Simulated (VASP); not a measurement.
# MgAg2GeTe4 (I-42m) in VASP: single point with PBE

Aim: the single point of MgAg2GeTe4 with PBE.

Everything below comes from runs of VASP 6.6.1. Logs are shortened: lines on timing, memory, paths and dates and some standing lists are left out, and cuts for length are marked.

## 1. The cell of the first run

The structure is tetragonal, space group I-42m (No. 121). Conventional cell: a = 6.345 Å, b = 6.345 Å, c = 12.723 Å, α = 90.00°, β = 90.00°, γ = 90.00°. Ag (site symmetry -4) has 4 Te at 2.77 Å within 3.7 Å. Within 3.7 Å of Mg (site symmetry -42m) lie 4 Te at 2.84 Å. Within 3.5 Å of Ge (site symmetry -42m) lie 4 Te at 2.62 Å. Te (site symmetry m) has 1 Ge at 2.62 Å and 2 Ag at 2.77 Å and 1 Mg at 2.84 Å within 3.5 Å.

## 2. Single point, PBE

File INCAR:

```
SYSTEM = MgAg2GeTe4
ALGO = Normal
EDIFF = 1E-6
ENCUT = 520
GGA = PE
ISIF = 2
ISMEAR = -1
LASPH = .True.
LCHARG = .False.
LREAL = .False.
LWAVE = .False.
NBANDS = 41
NELM = 60
PREC = Accurate
SIGMA = 0.02
```

File KPOINTS:

```
k-points
0
Gamma
  6 6 6
  0 0 0
```

File POSCAR:

```
MgAg2GeTe4
1.0
   -3.1724324075      3.1724324075      6.3614109974
    3.1724324075     -3.1724324075      6.3614109974
    3.1724324075      3.1724324075     -6.3614109974
Ag Mg Ge Te
2 1 1 4
Direct
    0.7500000000      0.2500000000      0.5000000000
    0.2500000000      0.7500000000      0.5000000000
    0.0000000000      0.0000000000      0.0000000000
    0.5000000000      0.5000000000      0.0000000000
    0.8576568220      0.8576568220      0.4699262955
    0.1423431780      0.6122694735      0.0000000000
    0.6122694735      0.1423431780      0.0000000000
    0.3877305265      0.3877305265      0.5300737045
```

Potentials or basis: VASP PAW PBE potentials, release 64 (Ag, Mg, Ge_d, Te).

Launch:

```sh
cat potpaw_PBE.64/Ag/POTCAR potpaw_PBE.64/Mg/POTCAR potpaw_PBE.64/Ge_d/POTCAR potpaw_PBE.64/Te/POTCAR > POTCAR
mpirun -np 1 vasp_std > vasp.out
```

OUTCAR:

```text
SYSTEM = MgAg2GeTe4
   EDIFF = 1E-6
   ENCUT = 520
   GGA = PE
   ISIF = 2
   ISMEAR = -1
   LASPH = .True.
   LREAL = .False.
   NELM = 60
   PREC = Accurate

 ion  position               nearest neighbor table
   1  0.750  0.250  0.500-   5 2.77   6 2.77   8 2.77   7 2.77
   2  0.250  0.750  0.500-   5 2.77   7 2.77   8 2.77   6 2.77
   3  0.000  0.000  0.000-   6 2.84   7 2.84   8 2.84   5 2.84
   4  0.500  0.500  0.000-   5 2.62   6 2.62   7 2.62   8 2.62
   5  0.858  0.858  0.470-   4 2.62   2 2.77   1 2.77   3 2.84
   6  0.142  0.612  0.000-   4 2.62   2 2.77   1 2.77   3 2.84
   7  0.612  0.142  0.000-   4 2.62   1 2.77   2 2.77   3 2.84
   8  0.388  0.388  0.530-   4 2.62   2 2.77   1 2.77   3 2.84

  LATTYP: Found a body centered tetragonal cell.
 ALAT       =     6.3448648150
 C/A-ratio  =     2.0052156138

  Lattice vectors:

 A1 = (  -3.1724324075,   3.1724324075,   6.3614109974)
 A2 = (   3.1724324075,  -3.1724324075,   6.3614109974)
 A3 = (   3.1724324075,   3.1724324075,  -6.3614109974)

Analysis of symmetry for initial positions (statically):
=====================================================================
 Subroutine PRICEL returns:
 Original cell was already a primitive cell.

 Routine SETGRP: Setting up the symmetry group for a
 body centered tetragonal supercell.

 Subroutine GETGRP returns: Found  8 space group operations
 (whereof  8 operations were pure point group operations)
 out of a pool of 16 trial point group operations.

The static configuration has the point symmetry D_2d.

Analysis of symmetry for dynamics (positions and initial velocities):
=====================================================================
 Subroutine PRICEL returns:
 Original cell was already a primitive cell.

 Routine SETGRP: Setting up the symmetry group for a
 body centered tetragonal supercell.

 Subroutine GETGRP returns: Found  8 space group operations
 (whereof  8 operations were pure point group operations)
 out of a pool of 16 trial point group operations.

The dynamic configuration has the point symmetry D_2d.

 Subroutine INISYM returns: Found  8 space group operations
 (whereof  8 operations are pure point group operations),
 and found     1 'primitive' translations

----------------------------------------------------------------------------------------

                                     Primitive cell

  volume of cell :     256.0933

  direct lattice vectors                    reciprocal lattice vectors
    -3.172432408  3.172432408  6.361410997     0.000000000  0.157607771  0.078598915
     3.172432408 -3.172432408  6.361410997     0.157607771  0.000000000  0.078598915
     3.172432408  3.172432408 -6.361410997     0.157607771  0.157607771  0.000000000

  length of vectors
     7.784356405  7.784356405  7.784356405     0.176119274  0.176119274  0.222891047

  position of ions in fractional coordinates (direct lattice)
     0.750000000  0.250000000  0.500000000
     0.250000000  0.750000000  0.500000000
     0.000000000  0.000000000  0.000000000
     0.500000000  0.500000000  0.000000000
     0.857656822  0.857656822  0.469926296
     0.142343178  0.612269473  0.000000000
     0.612269473  0.142343178  0.000000000
     0.387730527  0.387730527  0.530073704

  ion indices of the primitive-cell ions
   primitive index   ion index
                 1           1
                 2           2
                 3           3
                 4           4
                 5           5
                 6           6
                 7           7
                 8           8

----------------------------------------------------------------------------------------

 KPOINTS: k-points

Automatic generation of k-mesh.
 Grid dimensions read from file:
 generate k-points for:    6    6    6

 Generating k-lattice:

  Cartesian coordinates                     Fractional coordinates (reciprocal lattice)
     0.000000000  0.026267962  0.013099819     0.166666667  0.000000000 -0.000000000
     0.026267962  0.000000000  0.013099819     0.000000000  0.166666667 -0.000000000
     0.026267962  0.026267962  0.000000000     0.000000000  0.000000000  0.166666667

  Length of vectors
     0.029353212  0.029353212  0.037148508

  Shift w.r.t. Gamma in fractional coordinates (k-lattice)
     0.000000000  0.000000000  0.000000000

 Subroutine IBZKPT returns following result:
 ===========================================

 Found     30 irreducible k-points:

 Following reciprocal coordinates:
            Coordinates               Weight
  0.000000  0.000000  0.000000      1.000000
  0.166667  0.000000 -0.000000      8.000000
  0.333333  0.000000 -0.000000      8.000000
  0.500000  0.000000 -0.000000      4.000000
  0.166667  0.166667 -0.000000      8.000000
  0.333333  0.166667 -0.000000     16.000000
[... 16 lines left out ...]
 -0.333333 -0.333333  0.166667      8.000000
 -0.166667 -0.333333  0.166667      8.000000
 [... further k-points ...]
   k-points           NKPTS =     30   k-points in BZ     NKDIM =     30   number of bands    NBANDS=     41
   number of dos      NEDOS =    301   number of ions     NIONS =      8
   total plane-waves  NPLWV = 216000
   dimension x,y,z NGX =    60 NGY =   60 NGZ =   60
   dimension x,y,z NGXF=   120 NGYF=  120 NGZF=  120
   ions per type =               2   1   1   4
   NGX,Y,Z   is equivalent  to a cutoff of  12.81, 12.81, 12.81 a.u.
   NGXF,Y,Z  is equivalent  to a cutoff of  25.63, 25.63, 25.63 a.u.
 SYSTEM =  MgAg2GeTe4
   PREC   = accura    normal or accurate (medium, high low for compatibility)
   ISTART =      0    job   : 0-new  1-cont  2-samecut
   ICHARG =      2    charge: 1-file 2-atom 10-const
   ISPIN  =      1    spin polarized calculation?
   LNONCOLLINEAR =      F non collinear calculations
   LSORBIT =      F    spin-orbit coupling
   LASPH  =      T    aspherical Exc in radial PAW
   ENCUT  =  520.0 eV  38.22 Ry    6.18 a.u.  14.47 14.47 14.47*2*pi/ulx,y,z
   NELM   =     60;   NELMIN=  2; NELMDL= -5     # of ELM steps
   EDIFF  = 0.1E-05   stopping-criterion for ELM
   LREAL  =      F    real-space projection
   EDIFFG = 0.1E-04   stopping-criterion for IOM
   NSW    =      0    number of steps for IOM
   IBRION =     -1    ionic relax: 0-MD 1-quasi-New 2-CG
   NFREE  =      0    steps in history (QN), initial steepest desc. (CG)
   ISIF   =      2    stress and relaxation
   ISYM   =      2    0-nonsym 1-usesym 2-fastsym
   POTIM  = 0.5000    time-step for ionic-motion
   TEBEG  =    0.0;   TEEND  =   0.0 temperature during run
   PSTRESS=    0.0 pullay stress
   NELECT =      62.0000    total number of electrons
   NUPDOWN=      -1.0000    fix difference up-down
   EMIN   =  10.00;   EMAX   =-10.00  energy-range for DOS
   EFERMI =   0.00;   METHOD = LEGACY
   ISMEAR =    -1;   SIGMA  =   0.02  broadening in eV -4-tet -1-fermi 0-gaus
   EFERMI_NEDOS =   21; number of points for ismear=-14 and -15
   IALGO  =     38    algorithm
   IMIX   =      4    mixing-type and parameters
     AMIX     =   0.40;   BMIX     =  1.00
     AMIX_MAG =   1.60;   BMIX_MAG =  1.00
  volume/ion in A,a.u.               =      32.01       216.03
  Fermi-wavevector in a.u.,A,eV,Ry     =   1.020327  1.928138 14.164576  1.041067
  Thomas-Fermi vector in A             =   2.153890
   LORBIT       =      0    0 simple, 1 ext, 2 COOP (PROOUT), +10 PAW based schemes
   GGA     = PE    functional components
   LHFCALC =     F    Hartree Fock is set to
   AEXX    =    0.0000 exact exchange contribution
   IVDW    =     0    specifies the selected vdW correction
   LEPSILON=     F    determine dielectric tensor
   LRPA    =     F    only Hartree local field effects (RPA)
 non-spin polarized calculation
  energy-cutoff  :      520.00
  volume of cell :      256.09
 maximum number of plane-waves:      6955
 NGX is ok and might be reduce to    60
   NGX = 29   NGY = 29   NGZ = 29

 number of electron      61.9999994 magnetization

 Free energy of the ion-electron system (eV)
  ---------------------------------------------------
  ext. energy  EPLUGINS =         0.00000000
  ---------------------------------------------------
  free energy    TOTEN  =       -26.14094051 eV

  energy without entropy =      -26.14056020  energy(sigma->0) =      -26.14075036

 E-fermi :   3.9566     XC(G=0):  -8.5908

 val. band max:        3.9554926483   @ k =   0.0000   0.0000   0.0000
 cond. band min:       4.1972019357   @ k =   0.5000   0.5000  -0.0000
 fundamental gap:      0.2417092873
 Fermi energy:         3.9565911474

 k-point     1 :       0.0000    0.0000    0.0000
  band No.  band energies     occupation
      1     -21.3375      2.00000
      2     -21.3375      2.00000
      3     -21.3282      2.00000
      4     -21.3207      2.00000
      5     -21.3095      2.00000
      6      -8.3019      2.00000
[... 33 lines left out ...]
     40       8.2686      0.00000
     41       9.2672      0.00000

 k-point     2 :       0.1667    0.0000   -0.0000
  band No.  band energies     occupation
      1     -21.3375      2.00000
      2     -21.3375      2.00000
      3     -21.3282      2.00000
      4     -21.3207      2.00000
      5     -21.3095      2.00000
      6      -8.2542      2.00000
[... 33 lines left out ...]
     40       8.4209      0.00000
     41       9.0491      0.00000

 k-point     3 :       0.3333    0.0000   -0.0000
  band No.  band energies     occupation
      1     -21.3375      2.00000
      2     -21.3375      2.00000
      3     -21.3282      2.00000
      4     -21.3207      2.00000
      5     -21.3095      2.00000
      6      -8.1421      2.00000
[... 875 lines left out ...]
      2     -21.3375      2.00000
      3     -21.3282      2.00000
      4     -21.3207      2.00000
      5     -21.3095      2.00000
      6      -8.1229      2.00000
[... 33 lines left out ...]
     40       8.4850      0.00000
     41       8.8598      0.00000

 k-point    24 :      -0.1667   -0.3333    0.1667
  band No.  band energies     occupation
      1     -21.3375      2.00000
      2     -21.3375      2.00000
      3     -21.3282      2.00000
      4     -21.3207      2.00000
      5     -21.3095      2.00000
      6      -8.1908      2.00000
[... 33 lines left out ...]
     40       8.4798      0.00000
     41       8.5270      0.00000

 [... further k-points ...]

------------------------ aborting loop because EDIFF is reached ----------------------------------------

  FORCE on cell =-STRESS in cart. coord.  units (eV):
  Direction    XX          YY          ZZ          XY          YZ          ZX
  --------------------------------------------------------------------------------------
  -------------------------------------------------------------------------------------
  Total        1.7618890      1.7618890      1.6945778      0.0000000     -0.0000000      0.0000000
  in kB       11.0227747     11.0227747     10.6016604      0.0000000     -0.0000000      0.0000000
  external PRESSURE =      10.8824033 kB  Pullay stress =       0.0000000 kB

 VOLUME and BASIS-vectors are now :
 -----------------------------------------------------------------------------
  energy-cutoff  :      520.00
  volume of cell :      256.09
      direct lattice vectors                 reciprocal lattice vectors
    -3.172432408  3.172432408  6.361410997     0.000000000  0.157607771  0.078598915
     3.172432408 -3.172432408  6.361410997     0.157607771  0.000000000  0.078598915
     3.172432408  3.172432408 -6.361410997     0.157607771  0.157607771  0.000000000

 POSITION                                       TOTAL-FORCE (eV/Angst)
 -----------------------------------------------------------------------------------
      0.00000      3.17243      3.18071         0.000000      0.000000      0.000000
      3.17243      0.00000      3.18071         0.000000      0.000000      0.000000
      0.00000      0.00000      0.00000         0.000000      0.000000      0.000000
      0.00000      0.00000      6.36141        -0.000000      0.000000      0.000000
      1.49081      1.49081      7.92242         0.093144      0.093144      0.117300
      1.49081     -1.49081      4.80040         0.093144     -0.093144     -0.117300
     -1.49081      1.49081      4.80040        -0.093144      0.093144     -0.117300
      1.68162      1.68162      1.56101        -0.093144     -0.093144      0.117300
 -----------------------------------------------------------------------------------
    total drift:                                0.000005      0.000005      0.000004

  FREE ENERGIE OF THE ION-ELECTRON SYSTEM (eV)
  ---------------------------------------------------
  free  energy   TOTEN  =       -26.1409405120 eV

  energy  without entropy=      -26.1405602032  energy(sigma->0) =      -26.14075036
```

Wall time 7.3 min (1 thread of Intel Xeon Platinum 8259CL at 2.50GHz (Skylake/Cascade Lake), shared host); peak memory 0.71 GiB.

What came out:

```
Free energy   : -26.1409 eV
Pressure      : 1.1 GPa
Largest force : 0.176 eV/Å
```

Forces on the atoms (eV/Å):
```
Ag   0.000  0.000  0.000
Ag   0.000  0.000  0.000
Mg   0.000  0.000  0.000
Ge   0.000  0.000  0.000
Te   0.093  0.093  0.117
Te   0.093 -0.093 -0.117
Te  -0.093  0.093 -0.117
Te  -0.093 -0.093  0.117
```

Levels at points of the mesh, in eV from the Fermi level:
```tsv
k point	band 27	band 28	band 29	band 30	band 31	band 32	band 33	band 34	band 35	band 36
(0.00, 0.00, 0.00)	-2.05	-2.05	-0.29	-0.02	-0.02	0.00	1.71	2.56	3.07	3.07
(0.50, 0.00, 0.00)	-1.82	-1.37	-1.19	-0.93	-0.89	1.20	2.62	2.62	3.57	3.83
(0.50, 0.50, 0.00)	-1.47	-1.45	-0.56	-0.45	-0.26	0.24	1.91	2.11	3.42	3.85
(0.50, 0.50, 0.50)	-1.71	-1.71	-1.48	-0.78	-0.78	0.85	1.98	2.07	2.07	2.79
```

Caveat: spin-orbit coupling is left out, which moves the levels of the heavy elements.
